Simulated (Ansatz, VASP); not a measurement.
**One calculation of HfB2, two programs**

Contents of INCAR:

```
ALGO = Normal ; EDIFF = 1E-6
ENCUT = 520 ; GGA = PS
ISIF = 2 ; ISMEAR = 0
LASPH = T ; LCHARG = F
LREAL = F ; LWAVE = F
NBANDS = 15 ; NELM = 100
PREC = Accurate ; SIGMA = 0.025
```

The input KPOINTS:

```
k-points
0
Gamma
  10 10 8
```

File POSCAR:

```
HfB2
1.0
    3.1400000000      0.0000000000      0.0000000000
   -1.5700000000      2.7193197700      0.0000000000
    0.0000000000      0.0000000000      3.4800000000
Hf B
1 2
Direct
    0.0000000000      0.0000000000      0.0000000000
    0.3333333333      0.6666666667      0.5000000000
    0.6666666667      0.3333333333      0.5000000000
```

Input for Ansatz:

```yaml
crystal:
  lattice:
    - [3.14, 0.0, 0.0]
    - [-1.57, 2.71931977, 0.0]
    - [0.0, 0.0, 3.48]
  atoms:
    - { symbol: Hf, position: [0.0, 0.0, 0.0] }
    - { symbol: B, position: [0.3333333333333333, 0.6666666666666666, 0.5] }
    - { symbol: B, position: [0.6666666666666666, 0.3333333333333333, 0.5] }
kpoints:
  mp_grid:
    grid: [10, 10, 8]
    shift: [0.0, 0.0, 0.0]
hamiltonian:
  xc: pbesol
scf:
  convergence:
    dr2_threshold: 1.0e-09
  occupations:
    method: gaussian
    width: 0.025
output:
  stress: true
```

Alike in both runs: task single point; functional PBEsol; k mesh 10 × 10 × 8; occupations gaussian, width 0.025 eV; no spin polarisation.

```csv
,VASP,Ansatz
version,VASP 6.6.1,Ansatz 0.2.0
potentials or method,"VASP PAW PBE potentials, release 64 (Hf_pv, B)","plane waves, PAW"
plane-wave cutoff (eV),520,420
valence electrons in the cell,16,32
```

|  | VASP | Ansatz | Ansatz less VASP |
| --- | --- | --- | --- |
| pressure (GPa) | -4.5 | -4.3 | +0.12 |
| traceless stress, the component that is largest in VASP (GPa) | -0.37 | -0.53 | -0.162 |

VASP's potentials were made for PBE, not for PBEsol. The functional is the same, so the differences come from potentials, cutoffs and numerics. VASP's potentials hold 16 valence electrons a cell and Ansatz's 32, so a difference there can come from the potentials and not from the codes. Ansatz's warnings: stress scf threshold loose.

Neither program's run includes spin-orbit coupling.
